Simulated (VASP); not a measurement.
# TePb (Fm-3m) in VASP: vibrations by perturbation theory with LDA

Aim: the vibrations by perturbation theory of TePb with LDA.

Everything below comes from runs of VASP 6.6.1. Logs are shortened: lines on timing, memory, paths and dates and some standing lists are left out, and cuts for length are marked.

**1. The cell of the first run**

It takes space group Fm-3m (No. 225, cubic). The conventional cell has a = 6.430 Å, b = 6.430 Å, c = 6.430 Å, α = 90.00°, β = 90.00°, γ = 90.00°. Pb (site symmetry m-3m) has 6 Te at 3.21 Å within 4.2 Å. Within 4.2 Å of Te (site symmetry m-3m) lie 6 Pb at 3.21 Å.

**2. Vibrations by perturbation theory, LDA**

INCAR

```
PREC = Accurate
ENCUT = 500
EDIFF = 1E-8
ISMEAR = 0
SIGMA = 0.01
LREAL = False
LASPH = True
NELM = 120
ALGO = Normal
ISIF = 2
LWAVE = False
LCHARG = False
GGA = CA
IBRION = 8
NSW = 1
GGA_COMPAT = False
```

KPOINTS

```
Automatic mesh
0
Gamma
  4 4 4
```

POSCAR

```
TePb
1.0
    0.0000000000      3.2150000000      3.2150000000
    3.2150000000      0.0000000000      3.2150000000
    3.2150000000      3.2150000000      0.0000000000
Pb Te
1 1
Direct
    0.0000000000      0.0000000000      0.0000000000
    0.5000000000      0.5000000000      0.5000000000
```

Potentials or basis: VASP PAW LDA potentials, release 64 (Pb_d, Te).

Started as:

```sh
$ cat potpaw_LDA.64/Pb_d/POTCAR potpaw_LDA.64/Te/POTCAR > POTCAR
$ mpirun -np 1 vasp_std > vasp.out
```

OUTCAR:

```text
PREC = Accurate
   ENCUT = 500
   EDIFF = 1E-8
   ISMEAR = 0
   LREAL = False
   LASPH = True
   NELM = 120
   ISIF = 2
   GGA = CA
   IBRION = 8
   NSW = 1

 ion  position               nearest neighbor table
   1  0.000  0.000  0.000-   2 3.21   2 3.21   2 3.21   2 3.21   2 3.21   2 3.21
   2  0.500  0.500  0.500-   1 3.21   1 3.21   1 3.21   1 3.21   1 3.21   1 3.21

  LATTYP: Found a face centered cubic cell.
 ALAT       =     6.4300000000

  Lattice vectors:

 A1 = (   0.0000000000,   3.2150000000,   3.2150000000)
 A2 = (   3.2150000000,   0.0000000000,   3.2150000000)
 A3 = (   3.2150000000,   3.2150000000,   0.0000000000)

Analysis of symmetry for initial positions (statically):
=====================================================================
 Subroutine PRICEL returns:
 Original cell was already a primitive cell.

 Routine SETGRP: Setting up the symmetry group for a
 face centered cubic supercell.

 Subroutine GETGRP returns: Found 48 space group operations
 (whereof 48 operations were pure point group operations)
 out of a pool of 48 trial point group operations.

The static configuration has the point symmetry O_h .

Analysis of symmetry for dynamics (positions and initial velocities):
=====================================================================
 Subroutine PRICEL returns:
 Original cell was already a primitive cell.

 Routine SETGRP: Setting up the symmetry group for a
 face centered cubic supercell.

 Subroutine GETGRP returns: Found 48 space group operations
 (whereof 48 operations were pure point group operations)
 out of a pool of 48 trial point group operations.

The dynamic configuration has the point symmetry O_h .

 Subroutine INISYM returns: Found 48 space group operations
 (whereof 48 operations are pure point group operations),
 and found     1 'primitive' translations

----------------------------------------------------------------------------------------

                                     Primitive cell

  volume of cell :      66.4619

  direct lattice vectors                    reciprocal lattice vectors
     0.000000000  3.215000000  3.215000000    -0.155520995  0.155520995  0.155520995
     3.215000000  0.000000000  3.215000000     0.155520995 -0.155520995  0.155520995
     3.215000000  3.215000000  0.000000000     0.155520995  0.155520995 -0.155520995

  length of vectors
     4.546696603  4.546696603  4.546696603     0.269370266  0.269370266  0.269370266

  position of ions in fractional coordinates (direct lattice)
     0.000000000  0.000000000  0.000000000
     0.500000000  0.500000000  0.500000000

  ion indices of the primitive-cell ions
   primitive index   ion index
                 1           1
                 2           2

----------------------------------------------------------------------------------------

 KPOINTS: Automatic mesh

Automatic generation of k-mesh.
 Grid dimensions read from file:
 generate k-points for:    4    4    4

 Generating k-lattice:

  Cartesian coordinates                     Fractional coordinates (reciprocal lattice)
    -0.038880249  0.038880249  0.038880249     0.250000000  0.000000000  0.000000000
     0.038880249 -0.038880249  0.038880249     0.000000000  0.250000000  0.000000000
     0.038880249  0.038880249 -0.038880249     0.000000000  0.000000000  0.250000000

  Length of vectors
     0.067342566  0.067342566  0.067342566

  Shift w.r.t. Gamma in fractional coordinates (k-lattice)
     0.000000000  0.000000000  0.000000000

 Subroutine IBZKPT returns following result:
 ===========================================

 Found      8 irreducible k-points:

 Following reciprocal coordinates:
            Coordinates               Weight
  0.000000  0.000000  0.000000      1.000000
  0.250000  0.000000  0.000000      8.000000
  0.500000  0.000000  0.000000      4.000000
  0.250000  0.250000  0.000000      6.000000
  0.500000  0.250000  0.000000     24.000000
 -0.250000  0.250000  0.000000     12.000000
  0.500000  0.500000  0.000000      3.000000
 -0.250000  0.500000  0.250000      6.000000
   k-points           NKPTS =      8   k-points in BZ     NKDIM =      8   number of bands    NBANDS=     14
   number of dos      NEDOS =    301   number of ions     NIONS =      2
   total plane-waves  NPLWV =  46656
   dimension x,y,z NGX =    36 NGY =   36 NGZ =   36
   dimension x,y,z NGXF=    72 NGYF=   72 NGZF=   72
   ions per type =               1   1
   NGX,Y,Z   is equivalent  to a cutoff of  13.16, 13.16, 13.16 a.u.
   NGXF,Y,Z  is equivalent  to a cutoff of  26.33, 26.33, 26.33 a.u.
 SYSTEM =  unknown system
   PREC   = accura    normal or accurate (medium, high low for compatibility)
   ISTART =      0    job   : 0-new  1-cont  2-samecut
   ICHARG =      2    charge: 1-file 2-atom 10-const
   ISPIN  =      1    spin polarized calculation?
   LNONCOLLINEAR =      F non collinear calculations
   LSORBIT =      F    spin-orbit coupling
   LASPH  =      T    aspherical Exc in radial PAW
   ENCUT  =  500.0 eV  36.75 Ry    6.06 a.u.   8.29  8.29  8.29*2*pi/ulx,y,z
   NELM   =    120;   NELMIN=  2; NELMDL= -5     # of ELM steps
   EDIFF  = 0.1E-07   stopping-criterion for ELM
   LREAL  =      F    real-space projection
   EDIFFG = 0.1E-06   stopping-criterion for IOM
   NSW    =      1    number of steps for IOM
   IBRION =      8    ionic relax: 0-MD 1-quasi-New 2-CG
   NFREE  =      0    steps in history (QN), initial steepest desc. (CG)
   ISIF   =      2    stress and relaxation
   ISYM   =      2    0-nonsym 1-usesym 2-fastsym
   POTIM  = 0.5000    time-step for ionic-motion
   TEBEG  =    0.0;   TEEND  =   0.0 temperature during run
   PSTRESS=    0.0 pullay stress
   NELECT =      20.0000    total number of electrons
   NUPDOWN=      -1.0000    fix difference up-down
   EMIN   =  10.00;   EMAX   =-10.00  energy-range for DOS
   EFERMI =   0.00;   METHOD = LEGACY
   ISMEAR =     0;   SIGMA  =   0.01  broadening in eV -4-tet -1-fermi 0-gaus
   EFERMI_NEDOS =   21; number of points for ismear=-14 and -15
   IALGO  =     38    algorithm
   IMIX   =      4    mixing-type and parameters
     AMIX     =   0.40;   BMIX     =  1.00
     AMIX_MAG =   1.60;   BMIX_MAG =  1.00
  volume/ion in A,a.u.               =      33.23       224.25
  Fermi-wavevector in a.u.,A,eV,Ry     =   1.097052  2.073128 16.374924  1.203523
  Thomas-Fermi vector in A             =   2.233405
   LORBIT       =      0    0 simple, 1 ext, 2 COOP (PROOUT), +10 PAW based schemes
   GGA     = CA    functional components
   LHFCALC =     F    Hartree Fock is set to
   AEXX    =    0.0000 exact exchange contribution
   IVDW    =     0    specifies the selected vdW correction
   LEPSILON=     F    determine dielectric tensor
   LRPA    =     F    only Hartree local field effects (RPA)
 non-spin polarized calculation
 Gauss-broadening in eV      SIGMA  =   0.01
  energy-cutoff  :      500.00
  volume of cell :       66.46
 maximum number of plane-waves:      1708
 NGX is ok and might be reduce to    36
   NGX = 17   NGY = 17   NGZ = 17

--------------------------------------- Ionic step        1  -------------------------------------------

 number of electron      20.0000001 magnetization

 Free energy of the ion-electron system (eV)
  ---------------------------------------------------
  ext. energy  EPLUGINS =         0.00000000
  ---------------------------------------------------
  free energy    TOTEN  =        -8.76352032 eV

  energy without entropy =       -8.76352032  energy(sigma->0) =       -8.76352032

 E-fermi :   5.6552     XC(G=0):  -9.6422

 val. band max:        5.6082110486   @ k =   0.5000   0.0000   0.0000
 cond. band min:       6.2134049491   @ k =   0.5000   0.0000   0.0000
 fundamental gap:      0.6051939004
 Fermi energy:         5.6552203463

 k-point     1 :       0.0000    0.0000    0.0000
  band No.  band energies     occupation
      1     -11.0937      2.00000
      2     -11.0937      2.00000
      3     -11.0782      2.00000
      4     -11.0782      2.00000
      5     -11.0782      2.00000
      6      -6.5722      2.00000
      7      -0.0316      2.00000
      8       4.2059      2.00000
      9       4.2059      2.00000
     10       4.2059      2.00000
     11       9.6114      0.00000
     12       9.6114      0.00000
     13       9.6114      0.00000
     14      11.3559      0.00000
[... 107 lines left out ...]
      3     -11.0703      2.00000
      4     -11.0703      2.00000
      5     -11.0500      2.00000
      6      -4.6705      2.00000
      7      -2.4892      2.00000
      8       1.7008      2.00000
      9       1.7008      2.00000
     10       5.2410      2.00000
     11       7.1766      0.00000
     12      10.7722      0.00000
     13      10.7722      0.00000
     14      12.4156      0.00000

------------------------ aborting loop because EDIFF is reached ----------------------------------------

  FORCE on cell =-STRESS in cart. coord.  units (eV):
  Direction    XX          YY          ZZ          XY          YZ          ZX
  --------------------------------------------------------------------------------------
  -------------------------------------------------------------------------------------
  Total       -0.4145521     -0.4145521     -0.4145521      0.0000000      0.0000000      0.0000000
  in kB       -9.9934796     -9.9934796     -9.9934796      0.0000000      0.0000000      0.0000000
  external PRESSURE =      -9.9934796 kB  Pullay stress =       0.0000000 kB

 VOLUME and BASIS-vectors are now :
 -----------------------------------------------------------------------------
  energy-cutoff  :      500.00
  volume of cell :       66.46
      direct lattice vectors                 reciprocal lattice vectors
     0.000000000  3.215000000  3.215000000    -0.155520995  0.155520995  0.155520995
     3.215000000  0.000000000  3.215000000     0.155520995 -0.155520995  0.155520995
     3.215000000  3.215000000  0.000000000     0.155520995  0.155520995 -0.155520995

 POSITION                                       TOTAL-FORCE (eV/Angst)
 -----------------------------------------------------------------------------------
      0.00000      0.00000      0.00000         0.000000     -0.000000      0.000000
      3.21500      3.21500      3.21500         0.000000      0.000000     -0.000000
 -----------------------------------------------------------------------------------
    total drift:                               -0.000000      0.000000      0.000000

  FREE ENERGIE OF THE ION-ELECTRON SYSTEM (eV)
  ---------------------------------------------------
  free  energy   TOTEN  =        -8.7635203245 eV

  energy  without entropy=       -8.7635203245  energy(sigma->0) =       -8.76352032

[... ionic steps 2 to 3 ...]

--------------------------------------- Ionic step        4  -------------------------------------------

------------------------ aborting loop because EDIFF is reached ----------------------------------------

[... ionic steps 5 to 6 ...]

--------------------------------------- Ionic step        7  -------------------------------------------

 Free energy of the ion-electron system (eV)
  ---------------------------------------------------
  ---------------------------------------------------
  free energy    TOTEN  =        -0.05030805 eV

  energy without entropy =       -0.05030805

------------------------ aborting loop because EDIFF is reached ----------------------------------------

 INTERNAL STRAIN TENSOR  FOR ION    2  DIRECTION 1   (eV/Angst):
 -----------------------------------------------------------------------------
     0.00874 -0.00000  0.00000
    -0.00000  0.00172  0.00000
     0.00000  0.00000  0.00172

 INTERNAL STRAIN TENSOR FOR ION    2 for displacements in x,y,z  (eV/Angst):
          X           Y           Z          XY          YZ          ZX
  --------------------------------------------------------------------------------
  x     0.00000     0.00000     0.00000     0.00000     0.00000     0.00000
  y     0.00000     0.00000     0.00000     0.00000     0.00000     0.00000
  z     0.00000     0.00000     0.00000     0.00000     0.00000     0.00000

 SECOND DERIVATIVES (NOT SYMMETRIZED)
 ------------------------------------
               1X          1Y          1Z          2X          2Y          2Z
  1X     0.641138    0.000000    0.000000   -0.641138    0.000000    0.000000
  1Y     0.000000    0.641138    0.000000    0.000000   -0.641138    0.000000
  1Z     0.000000    0.000000    0.641138    0.000000    0.000000   -0.641138
  2X    -0.628854    0.000000    0.000000    0.628854    0.000000    0.000000
  2Y     0.000000   -0.628854    0.000000    0.000000    0.628854    0.000000
  2Z     0.000000    0.000000   -0.628854    0.000000    0.000000    0.628854

 Eigenvectors and eigenvalues of the dynamical matrix
 ----------------------------------------------------

   1 f  =    0.006593 THz     0.041426 2PiTHz    0.219924 cm-1     0.027267 meV
             X         Y         Z           dx          dy          dz
      0.000000  0.000000  0.000000     0.000000   -0.783772    0.000000
      3.215000  3.215000  3.215000     0.000000   -0.621049    0.000000
[... 21 lines left out ...]
   6 f/i=    1.400276 THz     8.798193 2PiTHz   46.708179 cm-1     5.791074 meV
             X         Y         Z           dx          dy          dz
      0.000000  0.000000  0.000000    -0.621049    0.000000    0.000000
      3.215000  3.215000  3.215000     0.783772    0.000000    0.000000

--------------------------------------------------------------------------------------------------------

 ELASTIC MODULI CONTR FROM IONIC RELAXATION (kBar)
 Direction    XX          YY          ZZ          XY          YZ          ZX
 --------------------------------------------------------------------------------
 XX           0.0000      0.0000      0.0000      0.0000      0.0000      0.0000
 YY           0.0000      0.0000      0.0000      0.0000      0.0000      0.0000
 ZZ           0.0000      0.0000      0.0000      0.0000      0.0000      0.0000
 XY           0.0000      0.0000      0.0000      0.0000      0.0000      0.0000
 YZ           0.0000      0.0000      0.0000      0.0000      0.0000      0.0000
 ZX           0.0000      0.0000      0.0000      0.0000      0.0000      0.0000
 --------------------------------------------------------------------------------
```

It took 68 s on 1 thread of Intel Xeon Platinum 8259CL at 2.50GHz (Skylake/Cascade Lake), shared host; peak memory 0.23 GiB.

Results:

```
Highest phonon frequency at Γ, LO-TO splitting left out : 0 cm⁻¹
Most unstable mode                                      : 47i cm⁻¹
```

Phonon frequencies in cm⁻¹ (negative: imaginary):
```csv
q point,frequencies
"(0.000, 0.000, 0.000)",-47 -47 -47 0 0 0
```

Caveat: the k points lie up to 0.42 Å⁻¹ apart; some modes are imaginary; spin-orbit coupling is left out, which moves the levels of the heavy elements.
